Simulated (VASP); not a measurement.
# Gd (Im-3m) in VASP: a series of runs

Runs on Gd. Level: PBE. Tasks: single point.

All numbers are computed with VASP 6.6.1; they aren't measurements. Logs are shortened: lines on timing, memory, paths and dates and some standing lists are left out, and cuts for length are marked.

## 1. The cell of the first run

Symmetry: Im-3m, No. 229, cubic system. The conventional cell has a = 3.072 Å, b = 3.072 Å, c = 3.072 Å, α = 90.00°, β = 90.00°, γ = 90.00°. Within 3.5 Å of Gd (site symmetry m-3m) lie 14 Gd at 2.66 to 3.07 Å.

## 2. Single point, PBE, collinear spin, ferromagnetic start

INCAR reads:

```
PREC = Accurate ; ENCUT = 520
EDIFF = 1E-6 ; ISMEAR = -1
SIGMA = 0.08 ; LREAL = False
LASPH = True ; NELM = 150
ALGO = Normal ; ISIF = 2
LWAVE = False ; LCHARG = False
ISPIN = 2 ; MAGMOM = 7
LORBIT = 11 ; LMAXMIX = 6
GGA = PE ; NBANDS = 19
```

KPOINTS reads:

```
regular mesh
0
Gamma
  18 18 18
```

POSCAR reads:

```
Gd
1.0
   -1.5358798905      1.5358798905      1.5358798905
    1.5358798905     -1.5358798905      1.5358798905
    1.5358798905      1.5358798905     -1.5358798905
Gd
1
Direct
    0.0000000000      0.0000000000      0.0000000000
```

Potentials or basis: VASP PAW PBE potentials, release 64 (Gd).

The run is started by

```bash
$ cat potpaw_PBE.64/Gd/POTCAR > POTCAR
$ mpirun -np 1 vasp_std > vasp.out
```

OUTCAR:

```text
PREC = Accurate
   ENCUT = 520
   EDIFF = 1E-6
   ISMEAR = -1
   LREAL = False
   LASPH = True
   NELM = 150
   ISIF = 2
   ISPIN = 2
   LORBIT = 11
   GGA = PE

 ion  position               nearest neighbor table
   1  0.000  0.000  0.000-

  LATTYP: Found a body centered cubic cell.
 ALAT       =     3.0717597810

  Lattice vectors:

 A1 = (  -1.5358798905,   1.5358798905,   1.5358798905)
 A2 = (   1.5358798905,  -1.5358798905,   1.5358798905)
 A3 = (   1.5358798905,   1.5358798905,  -1.5358798905)

Analysis of symmetry for initial positions (statically):
=====================================================================
 Subroutine PRICEL returns:
 Original cell was already a primitive cell.

 Routine SETGRP: Setting up the symmetry group for a
 body centered cubic supercell.

 Subroutine GETGRP returns: Found 48 space group operations
 (whereof 48 operations were pure point group operations)
 out of a pool of 48 trial point group operations.

The static configuration has the point symmetry O_h .

Analysis of symmetry for dynamics (positions and initial velocities):
=====================================================================
 Subroutine PRICEL returns:
 Original cell was already a primitive cell.

 Routine SETGRP: Setting up the symmetry group for a
 body centered cubic supercell.

 Subroutine GETGRP returns: Found 48 space group operations
 (whereof 48 operations were pure point group operations)
 out of a pool of 48 trial point group operations.

The dynamic configuration has the point symmetry O_h .

Analysis of structural, dynamic, and magnetic symmetry:
=====================================================================
 Subroutine PRICEL returns:
 Original cell was already a primitive cell.

 Routine SETGRP: Setting up the symmetry group for a
 body centered cubic supercell.

 Subroutine GETGRP returns: Found 48 space group operations
 (whereof 48 operations were pure point group operations)
 out of a pool of 48 trial point group operations.

The overall configuration has the point symmetry O_h .

 Subroutine INISYM returns: Found 48 space group operations
 (whereof 48 operations are pure point group operations),
 and found     1 'primitive' translations

----------------------------------------------------------------------------------------

                                     Primitive cell

  volume of cell :      14.4921

[... 93 lines left out ...]
   ISYM   =      2    0-nonsym 1-usesym 2-fastsym
   POTIM  = 0.5000    time-step for ionic-motion
   TEBEG  =    0.0;   TEEND  =   0.0 temperature during run
   PSTRESS=    0.0 pullay stress
   NELECT =      18.0000    total number of electrons
   NUPDOWN=      -1.0000    fix difference up-down
   EMIN   =  10.00;   EMAX   =-10.00  energy-range for DOS
   EFERMI =   0.00;   METHOD = LEGACY
   ISMEAR =    -1;   SIGMA  =   0.08  broadening in eV -4-tet -1-fermi 0-gaus
   EFERMI_NEDOS =   21; number of points for ismear=-14 and -15
   IALGO  =     38    algorithm
   IMIX   =      4    mixing-type and parameters
     AMIX     =   0.40;   BMIX     =  1.00
     AMIX_MAG =   1.60;   BMIX_MAG =  1.00
  volume/ion in A,a.u.               =      14.49        97.80
  Fermi-wavevector in a.u.,A,eV,Ry     =   1.759767  3.325477 42.134231  3.096779
  Thomas-Fermi vector in A             =   2.828664
   LORBIT       =     11    0 simple, 1 ext, 2 COOP (PROOUT), +10 PAW based schemes
   GGA     = PE    functional components
   LHFCALC =     F    Hartree Fock is set to
   AEXX    =    0.0000 exact exchange contribution
   IVDW    =     0    specifies the selected vdW correction
   LEPSILON=     F    determine dielectric tensor
   LRPA    =     F    only Hartree local field effects (RPA)
 spin polarized calculation
  energy-cutoff  :      520.00
  volume of cell :       14.49
 maximum number of plane-waves:       402
   NGX =  9   NGY =  9   NGZ =  9

 number of electron      18.0000010 magnetization       6.7429817

 Free energy of the ion-electron system (eV)
  ---------------------------------------------------
  ext. energy  EPLUGINS =         0.00000000
  ---------------------------------------------------
  free energy    TOTEN  =        -8.30925039 eV

  energy without entropy =       -8.28040247  energy(sigma->0) =       -8.29482643

 E-fermi :   7.9906     XC(G=0): -14.4297

 val. band max:        7.9880174149   @ k =   0.3333   0.1667   0.1111
 cond. band min:       7.9907102521   @ k =  -0.3889  -0.3889   0.0556
 fundamental gap:      0.0026928371
 Fermi energy:         7.9905820652

 spin component 1

 k-point     1 :       0.0000    0.0000    0.0000
  band No.  band energies     occupation
      1     -37.4041      1.00000
      2     -11.0817      1.00000
      3     -11.0817      1.00000
      4     -11.0817      1.00000
      5       4.0382      1.00000
      6       4.0382      1.00000
[... 517 lines left out ...]
     18      23.9726      0.00000
     19      29.9455      0.00000

 [... further k-points ...]

 spin component 2

 k-point     1 :       0.0000    0.0000    0.0000
  band No.  band energies     occupation
      1     -34.6643      1.00000
      2      -8.7139      1.00000
      3      -8.7139      1.00000
      4      -8.7139      1.00000
      5       5.7970      1.00000
      6       8.5374      0.00107
[... 517 lines left out ...]
     18      25.3895      0.00000
     19      31.7721      0.00000

 [... further k-points ...]
[... 5 lines left out ...]
  --------------------------------------------------------------------------------------
  -------------------------------------------------------------------------------------
  Total        9.1927114      9.1927114      9.1927114     -0.0000000      0.0000000      0.0000000
  in kB     1016.3012431   1016.3012431   1016.3012431     -0.0000000      0.0000000      0.0000000
  external PRESSURE =    1016.3012431 kB  Pullay stress =       0.0000000 kB

 VOLUME and BASIS-vectors are now :
 -----------------------------------------------------------------------------
  energy-cutoff  :      520.00
  volume of cell :       14.49
      direct lattice vectors                 reciprocal lattice vectors
    -1.535879890  1.535879890  1.535879890     0.000000000  0.325546290  0.325546290
     1.535879890 -1.535879890  1.535879890     0.325546290  0.000000000  0.325546290
     1.535879890  1.535879890 -1.535879890     0.325546290  0.325546290  0.000000000

 POSITION                                       TOTAL-FORCE (eV/Angst)
 -----------------------------------------------------------------------------------
      0.00000      0.00000      0.00000         0.000000     -0.000000      0.000000
 -----------------------------------------------------------------------------------
    total drift:                                0.000000     -0.000000      0.000000

  FREE ENERGIE OF THE ION-ELECTRON SYSTEM (eV)
  ---------------------------------------------------
  free  energy   TOTEN  =        -8.3092503917 eV

  energy  without entropy=       -8.2804024654  energy(sigma->0) =       -8.29482643

 total charge

# of ion       s       p       d       f       tot
--------------------------------------------------
    1        2.097   5.504   1.386   7.137  16.124

 magnetization (x)

# of ion       s       p       d       f       tot
--------------------------------------------------
    1        0.023  -0.050   0.069   6.490   6.533
```

stdout:

```text
POSCAR found type information on POSCAR Gd
 POSCAR found :  1 types and       1 ions
 scaLAPACK will be used
 LDA part: xc-table for (Slater+PW92), standard interpolation
 POSCAR, INCAR and KPOINTS ok, starting setup
 FFT: planning ... GRIDC
 FFT: planning ... GRID_SOFT
 FFT: planning ... GRID
 WAVECAR not read
 entering main loop
```

Run time: 3.7 min. Hardware: 1 thread of Oxide Virtual Turin-like, shared host; peak memory 0.18 GiB.

Results:

- Free energy: -8.3093 eV
- Pressure: 101.6 GPa
- Net moment: 6.74 μB per cell
- Site moments: Gd +6.53 μB
- Valence electrons inside the program's atomic spheres: Gd 16.12

Levels at points of the mesh, in eV from the Fermi level:
Spin up:
```
           k point  band 10  band 11  band 12  band 13  band 14  band 15
(0.00, 0.00, 0.00)    -2.97    -2.97    -2.69     2.12     2.12     2.12
(0.50, 0.00, 0.00)    -3.01    -2.96    -2.85    -1.77     7.86     9.24
(0.50, 0.50, 0.50)    -3.36    -2.85    -2.85    -2.85    13.01    13.01
```
Spin down:
```
           k point  band 3  band 4  band 5  band 6  band 7  band 8  band 9  band 10
(0.00, 0.00, 0.00)  -16.70  -16.70   -2.19    0.55    0.55    0.55    2.26     2.26
(0.50, 0.00, 0.00)  -18.83  -17.00   -3.39   -0.90    0.74    1.17    1.58     1.93
(0.50, 0.50, 0.50)  -21.24  -21.24   -5.08   -5.08    1.00    1.66    1.66     1.66
```

Caveat: spin-orbit coupling is left out, which moves the levels of the heavy elements.

## 3. Single point, PBE, collinear spin, ferromagnetic start

INCAR reads:

```
  ALGO = Normal
  EDIFF = 1E-6
  ENCUT = 520
  GGA = PE
  ISIF = 2
  ISMEAR = -1
  ISPIN = 2
  LASPH = True
  LCHARG = False
  LMAXMIX = 6
  LORBIT = 11
  LREAL = False
  LWAVE = False
  MAGMOM = 7
  NBANDS = 19
  NELM = 150
  PREC = Accurate
  SIGMA = 0.08
```

KPOINTS reads:

```
k-points
0
Gamma
  18 18 18
```

POSCAR reads:

```
Gd
1.0
   -1.5361374533      1.5361374533      1.5361374533
    1.5361374533     -1.5361374533      1.5361374533
    1.5361374533      1.5361374533     -1.5361374533
Gd
1
Direct
    0.0000000000      0.0000000000      0.0000000000
```

Potentials or basis: VASP PAW PBE potentials, release 64 (Gd).

The run is started by

```bash
$ cat potpaw_PBE.64/Gd/POTCAR > POTCAR
$ mpirun -np 1 vasp_std > vasp.out
```

OUTCAR:

```text
EDIFF = 1E-6
   ENCUT = 520
   GGA = PE
   ISIF = 2
   ISMEAR = -1
   ISPIN = 2
   LASPH = True
   LORBIT = 11
   LREAL = False
   NELM = 150
   PREC = Accurate

 ion  position               nearest neighbor table
   1  0.000  0.000  0.000-

  LATTYP: Found a body centered cubic cell.
 ALAT       =     3.0722749066

  Lattice vectors:

 A1 = (  -1.5361374533,   1.5361374533,   1.5361374533)
 A2 = (   1.5361374533,  -1.5361374533,   1.5361374533)
 A3 = (   1.5361374533,   1.5361374533,  -1.5361374533)

Analysis of symmetry for initial positions (statically):
=====================================================================
 Subroutine PRICEL returns:
 Original cell was already a primitive cell.

 Routine SETGRP: Setting up the symmetry group for a
 body centered cubic supercell.

 Subroutine GETGRP returns: Found 48 space group operations
 (whereof 48 operations were pure point group operations)
 out of a pool of 48 trial point group operations.

The static configuration has the point symmetry O_h .

Analysis of symmetry for dynamics (positions and initial velocities):
=====================================================================
 Subroutine PRICEL returns:
 Original cell was already a primitive cell.

 Routine SETGRP: Setting up the symmetry group for a
 body centered cubic supercell.

 Subroutine GETGRP returns: Found 48 space group operations
 (whereof 48 operations were pure point group operations)
 out of a pool of 48 trial point group operations.

The dynamic configuration has the point symmetry O_h .

Analysis of structural, dynamic, and magnetic symmetry:
=====================================================================
 Subroutine PRICEL returns:
 Original cell was already a primitive cell.

 Routine SETGRP: Setting up the symmetry group for a
 body centered cubic supercell.

 Subroutine GETGRP returns: Found 48 space group operations
 (whereof 48 operations were pure point group operations)
 out of a pool of 48 trial point group operations.

The overall configuration has the point symmetry O_h .

 Subroutine INISYM returns: Found 48 space group operations
 (whereof 48 operations are pure point group operations),
 and found     1 'primitive' translations

----------------------------------------------------------------------------------------

                                     Primitive cell

  volume of cell :      14.4994

  direct lattice vectors                    reciprocal lattice vectors
    -1.536137453  1.536137453  1.536137453     0.000000000  0.325491706  0.325491706
     1.536137453 -1.536137453  1.536137453     0.325491706  0.000000000  0.325491706
     1.536137453  1.536137453 -1.536137453     0.325491706  0.325491706  0.000000000

  length of vectors
     2.660668117  2.660668117  2.660668117     0.460314785  0.460314785  0.460314785

  position of ions in fractional coordinates (direct lattice)
     0.000000000  0.000000000  0.000000000

  ion indices of the primitive-cell ions
   primitive index   ion index
                 1           1

----------------------------------------------------------------------------------------

 KPOINTS: k-points

[... 29 lines left out ...]
  0.277778  0.000000  0.000000     12.000000
[... 16 lines left out ...]
  0.333333  0.111111  0.000000     48.000000
  0.388889  0.111111 -0.000000     48.000000
 [... further k-points ...]
   k-points           NKPTS =    195   k-points in BZ     NKDIM =    195   number of bands    NBANDS=     19
   number of dos      NEDOS =    301   number of ions     NIONS =      1
   total plane-waves  NPLWV =   8000
   dimension x,y,z NGX =    20 NGY =   20 NGZ =   20
   dimension x,y,z NGXF=    40 NGYF=   40 NGZF=   40
   ions per type =               1
   NGX,Y,Z   is equivalent  to a cutoff of  12.50, 12.50, 12.50 a.u.
   NGXF,Y,Z  is equivalent  to a cutoff of  24.99, 24.99, 24.99 a.u.
 SYSTEM =  unknown system
   PREC   = accura    normal or accurate (medium, high low for compatibility)
   ISTART =      0    job   : 0-new  1-cont  2-samecut
   ICHARG =      2    charge: 1-file 2-atom 10-const
   ISPIN  =      2    spin polarized calculation?
   LNONCOLLINEAR =      F non collinear calculations
   LSORBIT =      F    spin-orbit coupling
   LASPH  =      T    aspherical Exc in radial PAW
   ENCUT  =  520.0 eV  38.22 Ry    6.18 a.u.   4.95  4.95  4.95*2*pi/ulx,y,z
   NELM   =    150;   NELMIN=  2; NELMDL= -5     # of ELM steps
   EDIFF  = 0.1E-05   stopping-criterion for ELM
   LREAL  =      F    real-space projection
   EDIFFG = 0.1E-04   stopping-criterion for IOM
   NSW    =      0    number of steps for IOM
   IBRION =     -1    ionic relax: 0-MD 1-quasi-New 2-CG
   NFREE  =      0    steps in history (QN), initial steepest desc. (CG)
   ISIF   =      2    stress and relaxation
   ISYM   =      2    0-nonsym 1-usesym 2-fastsym
   POTIM  = 0.5000    time-step for ionic-motion
   TEBEG  =    0.0;   TEEND  =   0.0 temperature during run
   PSTRESS=    0.0 pullay stress
   NELECT =      18.0000    total number of electrons
   NUPDOWN=      -1.0000    fix difference up-down
   EMIN   =  10.00;   EMAX   =-10.00  energy-range for DOS
   EFERMI =   0.00;   METHOD = LEGACY
   ISMEAR =    -1;   SIGMA  =   0.08  broadening in eV -4-tet -1-fermi 0-gaus
   EFERMI_NEDOS =   21; number of points for ismear=-14 and -15
   IALGO  =     38    algorithm
   IMIX   =      4    mixing-type and parameters
     AMIX     =   0.40;   BMIX     =  1.00
     AMIX_MAG =   1.60;   BMIX_MAG =  1.00
  volume/ion in A,a.u.               =      14.50        97.85
  Fermi-wavevector in a.u.,A,eV,Ry     =   1.759472  3.324919 42.120103  3.095740
  Thomas-Fermi vector in A             =   2.828427
   LORBIT       =     11    0 simple, 1 ext, 2 COOP (PROOUT), +10 PAW based schemes
   GGA     = PE    functional components
   LHFCALC =     F    Hartree Fock is set to
   AEXX    =    0.0000 exact exchange contribution
   IVDW    =     0    specifies the selected vdW correction
   LEPSILON=     F    determine dielectric tensor
   LRPA    =     F    only Hartree local field effects (RPA)
 spin polarized calculation
  energy-cutoff  :      520.00
  volume of cell :       14.50
 maximum number of plane-waves:       402
   NGX =  9   NGY =  9   NGZ =  9

 number of electron      18.0000010 magnetization       6.7437964

 Free energy of the ion-electron system (eV)
  ---------------------------------------------------
  ext. energy  EPLUGINS =         0.00000000
  ---------------------------------------------------
  free energy    TOTEN  =        -8.31389775 eV

  energy without entropy =       -8.28500532  energy(sigma->0) =       -8.29945153

 E-fermi :   7.9865     XC(G=0): -14.4265

 val. band max:        7.9826649907   @ k =   0.3333   0.1667   0.1111
 cond. band min:       7.9870798316   @ k =  -0.3889  -0.3889   0.0556
 fundamental gap:      0.0044148409
 Fermi energy:         7.9864675446

 spin component 1

 k-point     1 :       0.0000    0.0000    0.0000
  band No.  band energies     occupation
      1     -37.4063      1.00000
      2     -11.0888      1.00000
      3     -11.0888      1.00000
      4     -11.0888      1.00000
      5       4.0335      1.00000
      6       4.0335      1.00000
[... 517 lines left out ...]
     18      23.9616      0.00000
     19      29.9298      0.00000

 [... further k-points ...]

 spin component 2

 k-point     1 :       0.0000    0.0000    0.0000
  band No.  band energies     occupation
      1     -34.6658      1.00000
      2      -8.7207      1.00000
      3      -8.7207      1.00000
      4      -8.7207      1.00000
      5       5.7883      1.00000
      6       8.5337      0.00107
[... 517 lines left out ...]
     18      25.3779      0.00000
     19      31.7563      0.00000

 [... further k-points ...]
[... 5 lines left out ...]
  --------------------------------------------------------------------------------------
  -------------------------------------------------------------------------------------
  Total        9.2130325      9.2130325      9.2130325     -0.0000000     -0.0000000     -0.0000000
  in kB     1018.0355930   1018.0355930   1018.0355930     -0.0000000     -0.0000000     -0.0000000
  external PRESSURE =    1018.0355930 kB  Pullay stress =       0.0000000 kB

 VOLUME and BASIS-vectors are now :
 -----------------------------------------------------------------------------
  energy-cutoff  :      520.00
  volume of cell :       14.50
      direct lattice vectors                 reciprocal lattice vectors
    -1.536137453  1.536137453  1.536137453     0.000000000  0.325491706  0.325491706
     1.536137453 -1.536137453  1.536137453     0.325491706  0.000000000  0.325491706
     1.536137453  1.536137453 -1.536137453     0.325491706  0.325491706  0.000000000

 POSITION                                       TOTAL-FORCE (eV/Angst)
 -----------------------------------------------------------------------------------
      0.00000      0.00000      0.00000        -0.000000      0.000000     -0.000000
 -----------------------------------------------------------------------------------
    total drift:                                0.000000     -0.000000     -0.000000

  FREE ENERGIE OF THE ION-ELECTRON SYSTEM (eV)
  ---------------------------------------------------
  free  energy   TOTEN  =        -8.3138977522 eV

  energy  without entropy=       -8.2850053167  energy(sigma->0) =       -8.29945153

 total charge

# of ion       s       p       d       f       tot
--------------------------------------------------
    1        2.097   5.504   1.385   7.137  16.123

 magnetization (x)

# of ion       s       p       d       f       tot
--------------------------------------------------
    1        0.023  -0.050   0.070   6.491   6.534
```

stdout:

```text
POSCAR found type information on POSCAR Gd
 POSCAR found :  1 types and       1 ions
 scaLAPACK will be used
 LDA part: xc-table for (Slater+PW92), standard interpolation
 POSCAR, INCAR and KPOINTS ok, starting setup
 FFT: planning ... GRIDC
 FFT: planning ... GRID_SOFT
 FFT: planning ... GRID
 WAVECAR not read
 entering main loop
```

It took 3.8 min on 1 thread of Oxide Virtual Turin-like, shared host; peak memory 0.18 GiB.

What came out:

```yaml
Free_energy: -8.3139 eV
Pressure: 101.8 GPa
Net_moment: 6.74 μB per cell
Site_moments: Gd +6.53 μB
Valence_electrons_inside_the_program's_atomic_spheres: Gd 16.12
```

Levels at points of the mesh, in eV from the Fermi level:
Spin up:
```csv
k point,band 10,band 11,band 12,band 13,band 14,band 15
"(0.00, 0.00, 0.00)",-2.97,-2.97,-2.70,2.12,2.12,2.12
"(0.50, 0.00, 0.00)",-3.01,-2.96,-2.86,-1.77,7.85,9.23
"(0.50, 0.50, 0.50)",-3.36,-2.85,-2.85,-2.85,13.01,13.01
```
Spin down:
```tsv
k point	band 3	band 4	band 5	band 6	band 7	band 8	band 9	band 10
(0.00, 0.00, 0.00)	-16.71	-16.71	-2.20	0.55	0.55	0.55	2.25	2.25
(0.50, 0.00, 0.00)	-18.83	-17.00	-3.39	-0.90	0.74	1.17	1.57	1.92
(0.50, 0.50, 0.50)	-21.24	-21.24	-5.08	-5.08	1.00	1.65	1.65	1.65
```

Caveat: spin-orbit coupling is left out, which moves the levels of the heavy elements. The state reached can hang on the start; a lower one may exist.
